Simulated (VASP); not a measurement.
Runs of VASP 6.6.1 on BeS. The structure is that of space group P6_3/mmc (No. 194), or close to it. The cells are those of the table. 

```csv
level,cell,smearing,gap on the mesh (eV),pressure (GPa)
r2SCAN,"a = 3.300, b = 3.300, c = 4.999 Å, angles 90.0, 90.0, 120.0°, 4 atoms",gaussian 0.01 eV,(a),6.2
PBE,"a = 3.384, b = 3.384, c = 5.389 Å, angles 90.0, 90.0, 120.0°, 4 atoms",fermi-dirac 0.02 eV,1.50,(b)
r2SCAN,"a = 3.384, b = 3.384, c = 5.389 Å, angles 90.0, 90.0, 120.0°, 4 atoms",gaussian 0.01 eV,(c),-7.5
PBE,"a = 3.300, b = 3.300, c = 4.999 Å, angles 90.0, 90.0, 120.0°, 4 atoms",fermi-dirac 0.02 eV,1.07,5.7
```

Alike in all rows: task single point; potentials or basis VASP PAW PBE potentials, release 64 (Be, S); no spin polarisation; k mesh 12 × 12 × 6; cutoff (eV) 520.

Problem. Fill in the values left out.

Solution. (a) 1.40; (b) -7.3; (c) 1.86.

Caveats: the PAW data sets were made with another functional, which shifts forces and pressure a little (some runs).

A k mesh can miss the band edges.
